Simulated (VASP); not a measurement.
# Al (P6_3/mmc) in VASP: settings compared

The runs below take Al through single point, with HSE06, PBE0.

All numbers are computed with VASP 6.6.1; they aren't measurements. Logs are shortened: lines on timing, memory, paths and dates and some standing lists are left out, and cuts for length are marked.

## (1) The cell of the first run

The structure is hexagonal, space group P6_3/mmc (No. 194). Conventional cell: a = 2.794 Å, b = 2.794 Å, c = 4.834 Å, α = 90.00°, β = 90.00°, γ = 120.00°. Al (site symmetry -6m2) has 12 Al at 2.79 to 2.91 Å within 3.7 Å.

## (2) Single point, HSE06

Input file POSCAR:

```
Al
1.0
    2.7935792435      0.0000000000      0.0000000000
   -1.3967896217      2.4193105923      0.0000000000
    0.0000000000      0.0000000000      4.8341855930
Al
2
Direct
    0.3333333333      0.6666666667      0.2500000000
    0.6666666667      0.3333333333      0.7500000000
```

Input file INCAR.step1:

```
PREC = Accurate ; ENCUT = 520
EDIFF = 1E-5 ; ISMEAR = -1
SIGMA = 0.05 ; LREAL = F
LASPH = T ; NELM = 80
ALGO = Normal ; ISIF = 2
LWAVE = T ; LCHARG = F
NBANDS = 10 ; GGA = PE
```

Input file INCAR.step2:

```
PREC = Accurate ; ENCUT = 520
EDIFF = 1E-6 ; ISMEAR = -1
SIGMA = 0.05 ; LREAL = F
LASPH = T ; NELM = 80
ALGO = Normal ; ISIF = 2
LWAVE = F ; LCHARG = F
GGA = PE ; LHFCALC = T
HFSCREEN = 0.2079 ; PRECFOCK = Normal
NBANDS = 10 ; ISTART = 1
```

Input file KPOINTS:

```
regular mesh
0
Gamma
  6 6 4
```

Potentials or basis: VASP PAW PBE potentials, release 64 (Al).

On the command line:

```bash
$ cat potpaw_PBE.64/Al/POTCAR > POTCAR
$ cp INCAR.step1 INCAR
$ mpirun -np 1 vasp_std > vasp.out
$ cp INCAR.step2 INCAR
$ mpirun -np 1 vasp_std > vasp.out
```

OUTCAR:

```text
PREC = Accurate
   ENCUT = 520
   EDIFF = 1E-6
   ISMEAR = -1
   LREAL = F
   LASPH = T
   NELM = 80
   ISIF = 2
   GGA = PE
   LHFCALC = T
   HFSCREEN = 0.2079
   PRECFOCK = Normal
   ISTART = 1

 ion  position               nearest neighbor table
   1  0.333  0.667  0.250-   2 2.91   2 2.91   2 2.91   2 2.91   2 2.91   2 2.91
   2  0.667  0.333  0.750-   1 2.91   1 2.91   1 2.91   1 2.91   1 2.91   1 2.91

  LATTYP: Found a hexagonal cell.
 ALAT       =     2.7935792435
 C/A-ratio  =     1.7304630267

  Lattice vectors:

 A1 = (   2.7935792435,   0.0000000000,   0.0000000000)
 A2 = (  -1.3967896217,   2.4193105923,   0.0000000000)
 A3 = (   0.0000000000,   0.0000000000,   4.8341855930)

Analysis of symmetry for initial positions (statically):
=====================================================================
 Subroutine PRICEL returns:
 Original cell was already a primitive cell.

 Routine SETGRP: Setting up the symmetry group for a
 hexagonal supercell.

 Subroutine GETGRP returns: Found 24 space group operations
 (whereof 12 operations were pure point group operations)
 out of a pool of 24 trial point group operations.

The static configuration has the point symmetry D_3d.
 The point group associated with its full space group is D_6h.

Analysis of symmetry for dynamics (positions and initial velocities):
=====================================================================
 Subroutine PRICEL returns:
 Original cell was already a primitive cell.

 Routine SETGRP: Setting up the symmetry group for a
 hexagonal supercell.

 Subroutine GETGRP returns: Found 24 space group operations
 (whereof 12 operations were pure point group operations)
 out of a pool of 24 trial point group operations.

The dynamic configuration has the point symmetry D_3d.
 The point group associated with its full space group is D_6h.

 Subroutine INISYM returns: Found 24 space group operations
 (whereof 12 operations are pure point group operations),
 and found     1 'primitive' translations

----------------------------------------------------------------------------------------

                                     Primitive cell

  volume of cell :      32.6720

  direct lattice vectors                    reciprocal lattice vectors
     2.793579243  0.000000000  0.000000000     0.357963714  0.206670446  0.000000000
    -1.396789622  2.419310592  0.000000000     0.000000000  0.413340893  0.000000000
[... 95 lines left out ...]
   EFERMI =   0.00;   METHOD = LEGACY
   ISMEAR =    -1;   SIGMA  =   0.05  broadening in eV -4-tet -1-fermi 0-gaus
   EFERMI_NEDOS =   21; number of points for ismear=-14 and -15
   IALGO  =     38    algorithm
   IMIX   =      1    mixing-type and parameters
     AMIX     =   0.40;   BMIX     =  1.00
     AMIX_MAG =   1.60;   BMIX_MAG =  1.00
  volume/ion in A,a.u.               =      16.34       110.24
  Fermi-wavevector in a.u.,A,eV,Ry     =   0.930536  1.758458 11.781252  0.865898
  Thomas-Fermi vector in A             =   2.056935
   LORBIT       =      0    0 simple, 1 ext, 2 COOP (PROOUT), +10 PAW based schemes
   GGA     = PE    functional components
   LHFCALC =     T    Hartree Fock is set to
   PRECFOCK=normal    Normal, Fast or Accurate (Low or Medium for compatibility)
   ENCUT4O =  -1.0   cutoff for four orbital integrals eV
   NKREDX  =     1    reduce k-point grid by
   NKREDY  =     1    reduce k-point grid by
   NKREDZ  =     1    reduce k-point grid by
   AEXX    =    0.2500 exact exchange contribution
   HFSCREEN=    0.2079 screening length (either q_TF or 0.3 A-1)
   HFSCREENC=   0.2079 screening length for correlation (either q_TF or 0.3 A-1)
   ENCUTFOCK=  -1.0 apply spherical cutoff to Coloumb kernel
   IVDW    =     0    specifies the selected vdW correction
   LEPSILON=     F    determine dielectric tensor
   LRPA    =     F    only Hartree local field effects (RPA)
 non-spin polarized calculation
  energy-cutoff  :      520.00
  volume of cell :       32.67
 maximum number of plane-waves:       893
 NGX is ok and might be reduce to    24
  NGX = 16; NGY = 16; NGZ = 28

 number of electron       6.0000000 magnetization

 Free energy of the ion-electron system (eV)
  ---------------------------------------------------
  ext. energy  EPLUGINS =         0.00000000
  ---------------------------------------------------
  free energy    TOTEN  =        -8.13480561 eV

  energy without entropy =       -8.12578428  energy(sigma->0) =       -8.13029495

 E-fermi :   7.9906     XC(G=0):  -8.4399

 val. band max:        7.7622496704   @ k =   0.3333   0.1667   0.0000
 cond. band min:       7.9910538416   @ k =   0.3333  -0.0000   0.0000
 fundamental gap:      0.2288041712
 Fermi energy:         7.9905956933

 k-point     1 :       0.0000    0.0000    0.0000
  band No.  band energies     occupation
      1      -4.6825      2.00000
      2       2.2495      2.00000
      3       2.4558      2.00000
      4      20.3585      0.00000
      5      20.7320      0.00000
      6      20.7320      0.00000
      7      20.8983      0.00000
      8      20.8983      0.00000
      9      21.7260      0.00000
     10      24.1139      0.00000
[... 248 lines left out ...]
 k-point    21 :       0.3333    0.3333    0.5000
  band No.  band energies     occupation
      1       5.5874      2.00000
      2       5.5874      2.00000
      3       6.3795      2.00000
      4       6.3795      2.00000
      5       7.3776      1.99999
      6       7.3776      1.99999
      7      18.3809      0.00000
      8      18.3809      0.00000
      9      19.5741      0.00000
     10      19.5741      0.00000

------------------------ aborting loop because EDIFF is reached ----------------------------------------

  FORCE on cell =-STRESS in cart. coord.  units (eV):
  Direction    XX          YY          ZZ          XY          YZ          ZX
  --------------------------------------------------------------------------------------
  -------------------------------------------------------------------------------------
  Total        0.5499265      0.5499265     -0.0933883      0.0000000      0.0000000      0.0000000
  in kB       26.9674117     26.9674117     -4.5795973      0.0000000      0.0000000      0.0000000
  external PRESSURE =      16.4517420 kB  Pullay stress =       0.0000000 kB

 VOLUME and BASIS-vectors are now :
 -----------------------------------------------------------------------------
  energy-cutoff  :      520.00
  volume of cell :       32.67
      direct lattice vectors                 reciprocal lattice vectors
     2.793579243  0.000000000  0.000000000     0.357963714  0.206670446  0.000000000
    -1.396789622  2.419310592  0.000000000     0.000000000  0.413340893  0.000000000
     0.000000000  0.000000000  4.834185593     0.000000000  0.000000000  0.206860076

 POSITION                                       TOTAL-FORCE (eV/Angst)
 -----------------------------------------------------------------------------------
     -0.00000      1.61287      1.20855        -0.000000      0.000000     -0.000000
      1.39679      0.80644      3.62564         0.000000      0.000000      0.000000
 -----------------------------------------------------------------------------------
    total drift:                               -0.000011     -0.000001     -0.000000

  FREE ENERGIE OF THE ION-ELECTRON SYSTEM (eV)
  ---------------------------------------------------
  free  energy   TOTEN  =        -8.1348056113 eV

  energy  without entropy=       -8.1257842805  energy(sigma->0) =       -8.13029495
```

OSZICAR.step1:

```text
N       E                     dE             d eps       ncg     rms          rms(c)
DAV:   1    -0.356081989748E+00   -0.35608E+00   -0.23621E+03   420   0.485E+02
DAV:   2    -0.732724203882E+01   -0.69712E+01   -0.65669E+01   558   0.522E+01
DAV:   3    -0.748102557190E+01   -0.15378E+00   -0.15314E+00   584   0.606E+00
DAV:   4    -0.748172339480E+01   -0.69782E-03   -0.69779E-03   494   0.435E-01
DAV:   5    -0.748172885530E+01   -0.54605E-05   -0.54599E-05   510   0.404E-02    0.182E+00
DAV:   6    -0.745465728398E+01    0.27072E-01   -0.29948E-03   496   0.298E-01    0.106E+00
DAV:   7    -0.743546980850E+01    0.19187E-01   -0.84894E-03   458   0.466E-01    0.171E-01
DAV:   8    -0.743538136890E+01    0.88440E-04   -0.87183E-05   590   0.548E-02    0.179E-02
DAV:   9    -0.743537825793E+01    0.31110E-05   -0.14254E-06   294   0.641E-03
   1 F= -.74353783E+01 E0= -.74305910E+01  d E =-.957452E-02
```

It took 3.6 min on 1 thread of AMD EPYC 9R45 (Zen 5), shared host; peak memory 0.22 GiB.

What came out:

```
Free energy            : -8.1348 eV
Pressure               : 1.6 GPa
Band gap on the k mesh : zero (band 3 reaches 12.30 eV, above the bottom of band 4 at 4.59 eV)
```

Caveat: the k points lie up to 0.43 Å⁻¹ apart; the PAW data sets were made with another functional, which shifts forces and pressure a little.

## (3) Single point, PBE0

POSCAR is that of step 2.

Input file INCAR.step1:

```
PREC     = Accurate       # precision mode
ENCUT    = 520            # plane-wave cutoff, eV
EDIFF    = 1E-5           # SCF threshold, eV
ISMEAR   = -1             # smearing method
SIGMA    = 0.05           # smearing width, eV
LREAL    = F              # projectors in reciprocal space
LASPH    = T              # aspherical terms in the spheres
NELM     = 80             # most SCF steps
ALGO     = Normal         # electronic algorithm
ISIF     = 2              # what is computed and relaxed
LWAVE    = T              # write WAVECAR
LCHARG   = F              # write CHGCAR
GGA      = PE             # functional
NBANDS   = 10             # bands
```

Input file INCAR.step2:

```
PREC     = Accurate       # precision mode
ENCUT    = 520            # plane-wave cutoff, eV
EDIFF    = 1E-6           # SCF threshold, eV
ISMEAR   = -1             # smearing method
SIGMA    = 0.05           # smearing width, eV
LREAL    = F              # projectors in reciprocal space
LASPH    = T              # aspherical terms in the spheres
NELM     = 80             # most SCF steps
ALGO     = Normal         # electronic algorithm
ISIF     = 2              # what is computed and relaxed
LWAVE    = F              # write WAVECAR
LCHARG   = F              # write CHGCAR
GGA      = PE             # functional
LHFCALC  = T              # exact exchange
AEXX     = 0.25           # exact-exchange fraction
PRECFOCK = Normal       
ISTART   = 1            
NBANDS   = 10             # bands
```

Input file KPOINTS:

```
Automatic mesh
0
Gamma
  6 6 4
```

Potentials or basis: VASP PAW PBE potentials, release 64 (Al).

On the command line:

```bash
$ cat potpaw_PBE.64/Al/POTCAR > POTCAR
$ cp INCAR.step1 INCAR
$ mpirun -np 1 vasp_std > vasp.out
$ cp INCAR.step2 INCAR
$ mpirun -np 1 vasp_std > vasp.out
```

Run time: 2.8 min. Hardware: 1 thread of AMD EPYC 9R45 (Zen 5), shared host; peak memory 0.13 GiB.

Results (log left out):

```yaml
Free_energy: -8.7539 eV
Pressure: 1.7 GPa
Band_gap_on_the_k_mesh: zero (band 3 reaches 12.67 eV, above the bottom of band 4 at 4.19 eV)
```

Stress tensor (GPa, compression positive):
```
 2.97  0.00  0.00
 0.00  2.97  0.00
 0.00  0.00 -0.99
```

Levels at points of the mesh, in eV from the Fermi level:
```csv
k point,band 1,band 2,band 3,band 4,band 5,band 6
"(0.00, 0.00, 0.00)",-13.25,-6.30,-6.10,12.65,13.02,13.02
"(0.50, 0.00, 0.00)",-6.26,-6.19,0.95,1.00,1.88,1.90
"(0.00, 0.00, 0.50)",-11.48,-11.48,3.02,3.02,14.06,14.06
"(0.50, 0.00, 0.50)",-4.86,-4.86,-3.92,-3.92,8.62,8.62
```

Caveat: the k points lie up to 0.43 Å⁻¹ apart; the PAW data sets were made with another functional, which shifts forces and pressure a little.
